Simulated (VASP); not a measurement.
A run of VASP 6.6.1 is set up as follows.

The input INCAR:

```
SYSTEM = C
ALGO = Normal
EDIFF = 1E-7
EDIFFG = -0.03
ENCUT = 600
GGA = PE
IBRION = 2
ISIF = 3
ISMEAR = -1
LASPH = .TRUE.
LCHARG = .FALSE.
LREAL = .FALSE.
LWAVE = .FALSE.
NELM = 80
NSW = 80
PREC = Accurate
SIGMA = 0.05
```

Contents of KPOINTS:

```
k-points
0
G
  12 12 12
  0 0 0
```

The input POSCAR:

```
C
1.0
    1.9500000000      0.0000000000      0.0000000000
    0.0000000000      1.9500000000      0.0000000000
    0.0000000000      0.0000000000      1.9500000000
C
1
Direct
    0.0000000000      0.0000000000      0.0000000000
```

Potentials or basis: VASP PAW PBE potentials, release 64 (C).

The run is started by

```console
$ cat potpaw_PBE.64/C/POTCAR > POTCAR
$ mpirun -np 1 vasp_std > vasp.out
```

Q: Estimate the band gap on the k mesh.

A: Zero (band 2 reaches 19.84 eV, above the bottom of band 3 at 7.76 eV).

Q: What does it give for the relaxed cell?

A: a = 1.782 Å, b = 1.782 Å, c = 1.782 Å, α = 90.00°, β = 90.00°, γ = 90.00°.

Q: What does it give for the space group after relaxing (to 0.05 Å)?

A: Pm-3m (No. 221).

Q: Predict the relaxed volume.

A: 5.66 Å³/atom.

Final structure:
```
CELL_PARAMETERS angstrom
1.78222 0.00000 0.00000
0.00000 1.78222 0.00000
0.00000 0.00000 1.78222
ATOMIC_POSITIONS crystal
C 0.00000 0.00000 0.00000
```

Caveat: the volume moved by over 15 % at a fixed basis, so the end points are rough.
